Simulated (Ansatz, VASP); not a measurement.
# Two plane-wave programs on BN

The input INCAR:

```
SYSTEM = BN
ALGO = Normal ; EDIFF = 1E-6
ENCUT = 520 ; GGA = PE
ISIF = 2 ; ISMEAR = 0
LASPH = .True. ; LCHARG = .False.
LREAL = .False. ; LWAVE = .False.
NBANDS = 11 ; NELM = 80
PREC = Accurate ; SIGMA = 0.05
```

Contents of KPOINTS:

```
k-points
0
Gamma
  12 12 12
  0 0 0
```

Contents of POSCAR:

```
BN
1.0
    0.0271950150      1.8130010000      1.8130010000
    1.8401960150      0.0000000000      1.8401960150
    1.8130010000      1.8130010000      0.0271950150
B N
1 1
Direct
    0.0000000000      0.0000000000      0.0000000000
    0.7500000000      0.7500000000      0.7500000000
```

Input for Ansatz:

```yaml
crystal:
  lattice:
    - [0.027195015, 1.813001, 1.813001]
    - [1.840196015, 0.0, 1.840196015]
    - [1.813001, 1.813001, 0.027195015]
  atoms:
    - { symbol: B, position: [0.0, 0.0, 0.0] }
    - { symbol: "N", position: [0.75, 0.75, 0.75] }
basis:
  ecutwfc: 420
kpoints:
  mp_grid: { grid: [12, 12, 12] }
hamiltonian:
  xc: pbe
scf:
  occupations: { method: gaussian, width: 0.05 }
output:
  forces: true
  stress: true
  eigenvalues: true
  write_density: true
  write_potential: true
  elf: true
  volumetric_format: npy
```

Change from the starting cell: strain +0.0300 x Voigt [0, 0, 0, 0, 1, 0], atoms carried along.

Alike in both runs: task single point; functional PBE; k mesh 12 × 12 × 12; occupations gaussian, width 0.05 eV; no spin polarisation.

|  | VASP | Ansatz |
| --- | --- | --- |
| version | VASP 6.6.1 | Ansatz 0.2.0 |
| potentials or method | VASP PAW PBE potentials, release 64 (B, N), cutoff 520 eV | scalar-relativistic, plane waves, PAW |
| valence electrons in the cell | 8 | 8 |

Ansatz gave:

```
gap on the k mesh at the Fermi level (eV)                     : 4.35
least direct gap on the mesh (eV)                             : 8.33
pressure (GPa)                                                : 0.0
traceless stress, the component that is largest in VASP (GPa) : -13.25
rms of the force components (eV/Å)                            : 0.022
```

Question: Which values does VASP return?

Answer: gap on the k mesh at the Fermi level (eV): 4.34; least direct gap on the mesh (eV): 8.32; pressure (GPa): 0.2; traceless stress, the component that is largest in VASP (GPa): -13.35; rms of the force components (eV/Å): 0.025.

Atom by atom the forces differ by 0.003 eV/Å (rms over components).
